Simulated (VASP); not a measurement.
# Sc in VASP: settings compared

Aim: see how the results for Sc move with the level of theory and the settings. Levels: PBE, LDA. Tasks: electric field gradients.

All numbers are computed with VASP 6.6.1; they aren't measurements. Logs are shortened: lines on timing, memory, paths and dates and some standing lists are left out, and cuts for length are marked.

## 1. The cell of the first run

The typed cell holds 2 atoms: a = 3.309 Å, b = 3.309 Å, c = 5.268 Å, α = 90.00°, β = 90.00°, γ = 120.00°.

## 2. Electric field gradients, PBE (atom 2 (Sc) moved by [0.069282, 0.069282, 0.069282] A)

Contents of INCAR:

```
SYSTEM = Sc
  PREC = Accurate
  ENCUT = 520
  EDIFF = 1E-8
  ISMEAR = -1
  SIGMA = 0.03
  LREAL = .False.
  LASPH = .True.
  NELM = 100
  ALGO = Normal
  ISIF = 2
  LWAVE = .False.
  LCHARG = .False.
  GGA = PE
  LEFG = .True.
  NBANDS = 18
```

Contents of KPOINTS:

```
regular mesh
0
Gamma
  13 13 7
  0 0 0
```

Contents of POSCAR:

```
Sc
1.0
    3.3087978973      0.0000000000      0.0000000000
   -1.6543989486      2.8655030350      0.0000000000
    0.0000000000      0.0000000000      5.2680000000
Sc
2
Direct
    0.3333333333      0.6666666667      0.2500000000
    0.6996943658      0.3575112871      0.7631514806
```

Potentials or basis: VASP PAW PBE potentials, release 64 (Sc_sv).

On the command line:

```console
cat potpaw_PBE.64/Sc_sv/POTCAR > POTCAR
mpirun -np 1 vasp_std > vasp.out
```

OUTCAR:

```text
SYSTEM = Sc
   PREC = Accurate
   ENCUT = 520
   EDIFF = 1E-8
   ISMEAR = -1
   LREAL = .False.
   LASPH = .True.
   NELM = 100
   ISIF = 2
   GGA = PE

 ion  position               nearest neighbor table
   1  0.333  0.667  0.250-   2 3.14   2 3.21   2 3.24   2 3.26   2 3.33   2 3.35
   2  0.700  0.358  0.763-   1 3.14   1 3.21   1 3.24   1 3.26   1 3.33   1 3.35

  LATTYP: Found a hexagonal cell.
 ALAT       =     3.3087978973
 C/A-ratio  =     1.5921190002

  Lattice vectors:

 A1 = (   3.3087978973,   0.0000000000,   0.0000000000)
 A2 = (  -1.6543989486,   2.8655030350,   0.0000000000)
 A3 = (   0.0000000000,   0.0000000000,   5.2680000000)

Analysis of symmetry for initial positions (statically):
=====================================================================
 Subroutine PRICEL returns:
 Original cell was already a primitive cell.

 Routine SETGRP: Setting up the symmetry group for a
 hexagonal supercell.

 Subroutine GETGRP returns: Found  2 space group operations
 (whereof  1 operations were pure point group operations)
 out of a pool of 24 trial point group operations.

The static configuration has the point symmetry C_1 .
 The point group associated with its full space group is S_2 .

Analysis of symmetry for dynamics (positions and initial velocities):
=====================================================================
 Subroutine PRICEL returns:
 Original cell was already a primitive cell.

 Routine SETGRP: Setting up the symmetry group for a
 hexagonal supercell.

 Subroutine GETGRP returns: Found  2 space group operations
 (whereof  1 operations were pure point group operations)
 out of a pool of 24 trial point group operations.

The dynamic configuration has the point symmetry C_1 .
 The point group associated with its full space group is S_2 .

 Subroutine INISYM returns: Found  2 space group operations
 (whereof  1 operations are pure point group operations),
 and found     1 'primitive' translations

----------------------------------------------------------------------------------------

                                     Primitive cell

  volume of cell :      49.9479

  direct lattice vectors                    reciprocal lattice vectors
     3.308797897  0.000000000  0.000000000     0.302224563  0.174489433  0.000000000
    -1.654398949  2.865503035  0.000000000     0.000000000  0.348978866  0.000000000
     0.000000000  0.000000000  5.268000000     0.000000000  0.000000000  0.189825361

  length of vectors
     3.308797897  3.308797897  5.268000000     0.348978866  0.348978866  0.189825361

  position of ions in fractional coordinates (direct lattice)
     0.333333333  0.666666667  0.250000000
     0.699694366  0.357511287  0.763151481

  ion indices of the primitive-cell ions
   primitive index   ion index
                 1           1
                 2           2

----------------------------------------------------------------------------------------

 KPOINTS: regular mesh

Automatic generation of k-mesh.
 Grid dimensions read from file:
 generate k-points for:   13   13    7

 Generating k-lattice:

  Cartesian coordinates                     Fractional coordinates (reciprocal lattice)
     0.023248043  0.013422264  0.000000000     0.076923077 -0.000000000  0.000000000
     0.000000000  0.026844528  0.000000000     0.000000000  0.076923077  0.000000000
     0.000000000  0.000000000  0.027117909     0.000000000  0.000000000  0.142857143

  Length of vectors
     0.026844528  0.026844528  0.027117909

  Shift w.r.t. Gamma in fractional coordinates (k-lattice)
     0.000000000  0.000000000  0.000000000

 Subroutine IBZKPT returns following result:
 ===========================================

 Found    592 irreducible k-points:

 Following reciprocal coordinates:
            Coordinates               Weight
  0.000000  0.000000  0.000000      1.000000
  0.076923  0.000000  0.000000      2.000000
  0.000000  0.076923  0.000000      2.000000
 -0.076923  0.076923  0.000000      2.000000
  0.153846  0.000000  0.000000      2.000000
  0.000000  0.153846  0.000000      2.000000
[... 16 lines left out ...]
  0.153846  0.076923  0.000000      2.000000
 -0.076923  0.230769  0.000000      2.000000
 [... further k-points ...]
   k-points           NKPTS =    592   k-points in BZ     NKDIM =    592   number of bands    NBANDS=     18
   number of dos      NEDOS =    301   number of ions     NIONS =      2
   total plane-waves  NPLWV =  31360
   dimension x,y,z NGX =    28 NGY =   28 NGZ =   40
   dimension x,y,z NGXF=    56 NGYF=   56 NGZF=   80
   ions per type =               2
   NGX,Y,Z   is equivalent  to a cutoff of  14.07, 14.07, 12.62 a.u.
   NGXF,Y,Z  is equivalent  to a cutoff of  28.14, 28.14, 25.25 a.u.
 SYSTEM =  Sc
   PREC   = accura    normal or accurate (medium, high low for compatibility)
   ISTART =      0    job   : 0-new  1-cont  2-samecut
   ICHARG =      2    charge: 1-file 2-atom 10-const
   ISPIN  =      1    spin polarized calculation?
   LNONCOLLINEAR =      F non collinear calculations
   LSORBIT =      F    spin-orbit coupling
   LASPH  =      T    aspherical Exc in radial PAW
   ENCUT  =  520.0 eV  38.22 Ry    6.18 a.u.   6.15  6.15  9.79*2*pi/ulx,y,z
   NELM   =    100;   NELMIN=  2; NELMDL= -5     # of ELM steps
   EDIFF  = 0.1E-07   stopping-criterion for ELM
   LREAL  =      F    real-space projection
   EDIFFG = 0.1E-06   stopping-criterion for IOM
   NSW    =      0    number of steps for IOM
   IBRION =     -1    ionic relax: 0-MD 1-quasi-New 2-CG
   NFREE  =      0    steps in history (QN), initial steepest desc. (CG)
   ISIF   =      2    stress and relaxation
   ISYM   =      2    0-nonsym 1-usesym 2-fastsym
   POTIM  = 0.5000    time-step for ionic-motion
   TEBEG  =    0.0;   TEEND  =   0.0 temperature during run
   PSTRESS=    0.0 pullay stress
   NELECT =      22.0000    total number of electrons
   NUPDOWN=      -1.0000    fix difference up-down
   EMIN   =  10.00;   EMAX   =-10.00  energy-range for DOS
   EFERMI =   0.00;   METHOD = LEGACY
   ISMEAR =    -1;   SIGMA  =   0.03  broadening in eV -4-tet -1-fermi 0-gaus
   EFERMI_NEDOS =   21; number of points for ismear=-14 and -15
   IALGO  =     38    algorithm
   IMIX   =      4    mixing-type and parameters
     AMIX     =   0.40;   BMIX     =  1.00
     AMIX_MAG =   1.60;   BMIX_MAG =  1.00
  volume/ion in A,a.u.               =      24.97       168.53
  Fermi-wavevector in a.u.,A,eV,Ry     =   1.245595  2.353833 21.109524  1.551506
  Thomas-Fermi vector in A             =   2.379810
   LORBIT       =      0    0 simple, 1 ext, 2 COOP (PROOUT), +10 PAW based schemes
   GGA     = PE    functional components
   LHFCALC =     F    Hartree Fock is set to
   AEXX    =    0.0000 exact exchange contribution
   IVDW    =     0    specifies the selected vdW correction
   LEPSILON=     F    determine dielectric tensor
   LRPA    =     F    only Hartree local field effects (RPA)
 non-spin polarized calculation
  energy-cutoff  :      520.00
  volume of cell :       49.95
 maximum number of plane-waves:      1363
 NGX is ok and might be reduce to    28
   NGX = 13   NGY = 13   NGZ = 19

 number of electron      22.0000001 magnetization

 Free energy of the ion-electron system (eV)
  ---------------------------------------------------
  ext. energy  EPLUGINS =         0.00000000
  ---------------------------------------------------
  free energy    TOTEN  =       -12.48312632 eV

  energy without entropy =      -12.46997932  energy(sigma->0) =      -12.47655282

 E-fermi :   3.6070     XC(G=0):  -9.8234

 val. band max:        3.6068596253   @ k =   0.3077   0.2308   0.2857
 cond. band min:       3.6071686534   @ k =  -0.1538  -0.3077  -0.4286
 fundamental gap:      0.0003090281
 Fermi energy:         3.6070454971

 k-point     1 :       0.0000    0.0000    0.0000
  band No.  band energies     occupation
      1     -45.8468      2.00000
      2     -45.7833      2.00000
      3     -24.6555      2.00000
      4     -24.3371      2.00000
      5     -24.3237      2.00000
      6     -24.2779      2.00000
[... 10 lines left out ...]
     17       5.8856      0.00000
     18       6.1031      0.00000
[... 463 lines left out ...]
 k-point    24 :      -0.0769    0.2308    0.0000
  band No.  band energies     occupation
      1     -45.8301      2.00000
      2     -45.7764      2.00000
      3     -24.6112      2.00000
      4     -24.4145      2.00000
      5     -24.3882      2.00000
      6     -24.3504      2.00000
[... 10 lines left out ...]
     17       5.9059      0.00000
     18       6.2238      0.00000

 [... further k-points ...]

------------------------ aborting loop because EDIFF is reached ----------------------------------------

  FORCE on cell =-STRESS in cart. coord.  units (eV):
  Direction    XX          YY          ZZ          XY          YZ          ZX
  --------------------------------------------------------------------------------------
  -------------------------------------------------------------------------------------
  Total        0.0650212     -0.1349420     -0.4625711      0.0941077      0.0233110      0.0204288
  in kB        2.0856839     -4.3285357    -14.8378927      3.0186936      0.7477466      0.6552932
  external PRESSURE =      -5.6935815 kB  Pullay stress =       0.0000000 kB

 VOLUME and BASIS-vectors are now :
 -----------------------------------------------------------------------------
  energy-cutoff  :      520.00
  volume of cell :       49.95
      direct lattice vectors                 reciprocal lattice vectors
     3.308797897  0.000000000  0.000000000     0.302224563  0.174489433  0.000000000
    -1.654398949  2.865503035  0.000000000     0.000000000  0.348978866  0.000000000
     0.000000000  0.000000000  5.268000000     0.000000000  0.000000000  0.189825361

 POSITION                                       TOTAL-FORCE (eV/Angst)
 -----------------------------------------------------------------------------------
     -0.00000      1.91034      1.31700         0.097698      0.091150      0.256033
      1.72368      1.02445      4.02028        -0.097698     -0.091150     -0.256033
 -----------------------------------------------------------------------------------
    total drift:                                0.000005      0.000001     -0.000006

  FREE ENERGIE OF THE ION-ELECTRON SYSTEM (eV)
  ---------------------------------------------------
  free  energy   TOTEN  =       -12.4831263165 eV

  energy  without entropy=      -12.4699793181  energy(sigma->0) =      -12.47655282

 Electric field gradients (V/A^2)
---------------------------------------------------------------------
 ion       V_xx      V_yy      V_zz      V_xy      V_xz      V_yz
---------------------------------------------------------------------
   1      -3.210    -6.708     9.918     1.674     0.650     0.450
   2      -3.210    -6.709     9.919     1.673     0.650     0.450
---------------------------------------------------------------------

 Electric field gradients after diagonalization (V/A^2)
 (convention: |V_zz| > |V_xx| > |V_yy|)
----------------------------------------------------------------------
 ion       V_xx      V_yy      V_zz     asymmetry (V_yy - V_xx)/ V_zz
----------------------------------------------------------------------
   1      -7.382    -2.586     9.967       0.481
   2      -7.382    -2.586     9.968       0.481
----------------------------------------------------------------------

           NMR quadrupolar parameters

 Cq : quadrupolar parameter    Cq=e*Q*V_zz/h
 eta: asymmetry parameters     (V_yy - V_xx)/ V_zz
 Q  : nuclear electric quadrupole moment in mb (millibarn)
----------------------------------------------------------------------
 ion       Cq(MHz)       eta       Q (mb)
----------------------------------------------------------------------
   1       0.024       0.481       1.000
   2       0.024       0.481       1.000
----------------------------------------------------------------------
```

It took 17 min on 1 thread of Intel Xeon 8259CL, shared host; peak memory 0.53 GiB.

Results:

- Free energy: -12.4831 eV
- Pressure: -0.6 GPa
- Largest force: 0.289 eV/Å
- Band gap on the k mesh: zero (bands 11 and 12 overlap by 1.12 eV)
- Largest electric field gradient by atom: Sc +10.0 V/Å²

Forces on the atoms (eV/Å):
```
Sc   0.098  0.091  0.256
Sc  -0.098 -0.091 -0.256
```

Electric field gradients, principal values (V/Å²):
| atom | least | middle | greatest (by size) |
| --- | --- | --- | --- |
| 1 Sc | -2.586 | -7.382 | 9.967 |
| 2 Sc | -2.586 | -7.382 | 9.968 |

Caveat: the cell differs from its parent crystal (atom 2 (Sc) moved by [0.069282, 0.069282, 0.069282] A); without QUAD_EFG the Cq values of the log hold for a quadrupole moment of 1 mb, not for the nuclei.

## 3. Electric field gradients, LDA

Contents of INCAR:

```
  PREC = Accurate
  ENCUT = 520
  EDIFF = 1E-8
  ISMEAR = -1
  SIGMA = 0.03
  LREAL = F
  LASPH = T
  NELM = 60
  ALGO = Normal
  ISIF = 2
  LWAVE = F
  LCHARG = F
  GGA = CA
  LEFG = T
  NBANDS = 18
```

Contents of KPOINTS:

```
Automatic mesh
0
Gamma
  13 13 7
```

Changes to POSCAR since step 2:

```diff
@@ -9,2 +9,2 @@
     0.3333333333      0.6666666667      0.2500000000
-    0.6996943658      0.3575112871      0.7631514806
+    0.6666666667      0.3333333333      0.7500000000
```

Potentials or basis: VASP PAW LDA potentials, release 64 (Sc_sv).

On the command line:

```console
cat potpaw_LDA.64/Sc_sv/POTCAR > POTCAR
mpirun -np 1 vasp_std > vasp.out
```

OUTCAR:

```text
PREC = Accurate
   ENCUT = 520
   EDIFF = 1E-8
   ISMEAR = -1
   LREAL = F
   LASPH = T
   NELM = 60
   ISIF = 2
   GGA = CA

 ion  position               nearest neighbor table
   1  0.333  0.667  0.250-   2 3.25   2 3.25   2 3.25   2 3.25   2 3.25   2 3.25
   2  0.667  0.333  0.750-   1 3.25   1 3.25   1 3.25   1 3.25   1 3.25   1 3.25

  LATTYP: Found a hexagonal cell.
 ALAT       =     3.3087978973
 C/A-ratio  =     1.5921190002

  Lattice vectors:

 A1 = (   3.3087978973,   0.0000000000,   0.0000000000)
 A2 = (  -1.6543989486,   2.8655030350,   0.0000000000)
 A3 = (   0.0000000000,   0.0000000000,   5.2680000000)

Analysis of symmetry for initial positions (statically):
=====================================================================
 Subroutine PRICEL returns:
 Original cell was already a primitive cell.

 Routine SETGRP: Setting up the symmetry group for a
[... 695 lines left out ...]
  energy-cutoff  :      520.00
  volume of cell :       49.95
      direct lattice vectors                 reciprocal lattice vectors
     3.308797897  0.000000000  0.000000000     0.302224563  0.174489433  0.000000000
    -1.654398949  2.865503035  0.000000000     0.000000000  0.348978866  0.000000000
     0.000000000  0.000000000  5.268000000     0.000000000  0.000000000  0.189825361

 POSITION                                       TOTAL-FORCE (eV/Angst)
 -----------------------------------------------------------------------------------
     -0.00000      1.91034      1.31700         0.000000     -0.000000      0.000000
      1.65440      0.95517      3.95100        -0.000000      0.000000      0.000000
 -----------------------------------------------------------------------------------
    total drift:                               -0.000000      0.000000     -0.000000

  FREE ENERGIE OF THE ION-ELECTRON SYSTEM (eV)
  ---------------------------------------------------
  free  energy   TOTEN  =       -13.3630829668 eV

  energy  without entropy=      -13.3489854508  energy(sigma->0) =      -13.35603421

 Electric field gradients (V/A^2)
---------------------------------------------------------------------
 ion       V_xx      V_yy      V_zz      V_xy      V_xz      V_yz
---------------------------------------------------------------------
   1      -4.784    -4.783     9.567     0.000     0.000    -0.000
   2      -4.784    -4.783     9.567     0.000    -0.000     0.000
---------------------------------------------------------------------

 Electric field gradients after diagonalization (V/A^2)
 (convention: |V_zz| > |V_xx| > |V_yy|)
----------------------------------------------------------------------
 ion       V_xx      V_yy      V_zz     asymmetry (V_yy - V_xx)/ V_zz
----------------------------------------------------------------------
   1      -4.784    -4.783     9.567       0.000
   2      -4.784    -4.783     9.567       0.000
----------------------------------------------------------------------

           NMR quadrupolar parameters

 Cq : quadrupolar parameter    Cq=e*Q*V_zz/h
 eta: asymmetry parameters     (V_yy - V_xx)/ V_zz
 Q  : nuclear electric quadrupole moment in mb (millibarn)
----------------------------------------------------------------------
 ion       Cq(MHz)       eta       Q (mb)
----------------------------------------------------------------------
   1       0.023       0.000       1.000
   2       0.023       0.000       1.000
----------------------------------------------------------------------
```

OSZICAR:

```text
N       E                     dE             d eps       ncg     rms          rms(c)
DAV:   1     0.359933383308E+03    0.35993E+03   -0.10685E+04  3056   0.132E+03
DAV:   2     0.588985962669E+01   -0.35404E+03   -0.34669E+03  3848   0.555E+02
DAV:   3    -0.144290511964E+02   -0.20319E+02   -0.19396E+02  5032   0.168E+02
DAV:   4    -0.148351661657E+02   -0.40611E+00   -0.40349E+00  4664   0.211E+01
DAV:   5    -0.148394933674E+02   -0.43272E-02   -0.43237E-02  5220   0.257E+00    0.750E+00
DAV:   6    -0.135414647620E+02    0.12980E+01   -0.29833E+00  4062   0.195E+01    0.215E+00
DAV:   7    -0.133785122059E+02    0.16295E+00   -0.66235E-01  4226   0.819E+00    0.812E-01
DAV:   8    -0.133643865197E+02    0.14126E-01   -0.35477E-02  3682   0.257E+00    0.247E-01
DAV:   9    -0.133630520338E+02    0.13345E-02   -0.82740E-03  4498   0.945E-01    0.219E-02
DAV:  10    -0.133630824871E+02   -0.30453E-04   -0.11159E-04  4370   0.144E-01    0.437E-03
DAV:  11    -0.133630829801E+02   -0.49299E-06   -0.31178E-06  5122   0.180E-02    0.127E-03
DAV:  12    -0.133630829758E+02    0.43215E-08   -0.22689E-07  4896   0.563E-03    0.506E-04
DAV:  13    -0.133630829668E+02    0.89481E-08   -0.97337E-09  2714   0.102E-03
   1 F= -.13363083E+02 E0= -.13356034E+02  d E =-.140975E-01
```

stdout:

```text
POSCAR found type information on POSCAR Sc
 POSCAR found :  1 types and       2 ions
 scaLAPACK will be used
 LDA part: xc-table for (Slater(with rela. corr.)+CA(PZ))
 , standard interpolation
 POSCAR, INCAR and KPOINTS ok, starting setup
 FFT: planning ... GRIDC
 FFT: planning ... GRID_SOFT
 FFT: planning ... GRID
 WAVECAR not read
 entering main loop
ion   1

ion   2
```

It took 49 s on 1 thread of Oxide Virtual Turin-like, shared host; peak memory 0.16 GiB.

Results:

```yaml
Free_energy: -13.3631 eV
Pressure: -5.2 GPa
Band_gap_on_the_k_mesh: zero (bands 11 and 12 overlap by 1.19 eV)
Largest_electric_field_gradient_by_atom: Sc +9.6 V/Å²
```

Levels at points of the mesh, in eV from the Fermi level:
| k point | band 7 | band 8 | band 9 | band 10 | band 11 | band 12 | band 13 | band 14 | band 15 | band 16 |
| --- | --- | --- | --- | --- | --- | --- | --- | --- | --- | --- |
| (0.00, 0.00, 0.00) | -27.62 | -27.60 | -5.06 | -1.68 | 0.52 | 1.53 | 1.53 | 1.65 | 1.93 | 1.93 |

Electric field gradients, principal values (V/Å²):
```csv
atom,least,middle,greatest (by size)
1 Sc,-4.783,-4.784,9.567
2 Sc,-4.783,-4.784,9.567
```

Caveat: the cell stands under tension; without QUAD_EFG the Cq values of the log hold for a quadrupole moment of 1 mb, not for the nuclei.
